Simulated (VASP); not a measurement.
Runs of VASP 6.6.1 on HfO2. The structure is that of space group P4_2/nmc (No. 137), or close to it. The cells are those of the table. 

```csv
cell,gap on the mesh (eV),pressure (GPa),largest force (eV/Å)
"a = 3.582, b = 3.582, c = 5.206 Å, 6 atoms",4.67,(a),0.01
"a = 3.485, b = 3.485, c = 5.066 Å, 6 atoms",4.96,25.6,0.49
"a = 3.558, b = 3.558, c = 5.172 Å, 6 atoms",4.76,(b),0.10
"a = 3.510, b = 3.510, c = 5.102 Å, 6 atoms",4.90,18.6,0.35
"a = 3.628, b = 3.628, c = 5.273 Å, 6 atoms",4.52,(c),0.21
```

Alike in all rows: task single point; level PBE; potentials or basis VASP PAW PBE potentials, release 64 (Hf_pv, O); no spin polarisation; k mesh 6 × 6 × 4; cutoff (eV) 520; smearing gaussian 0.01 eV.

Problem. Fill in the values left out.

Solution. (a) 1.4; (b) 6.5; (c) -7.5.

Caveats: spin-orbit coupling is left out, which moves the levels of the heavy elements; the cell stands under pressure (at least some runs); the cell stands under tension (at least some runs).

A k mesh can miss the band edges, and the runs leave out spin-orbit coupling on Hf.
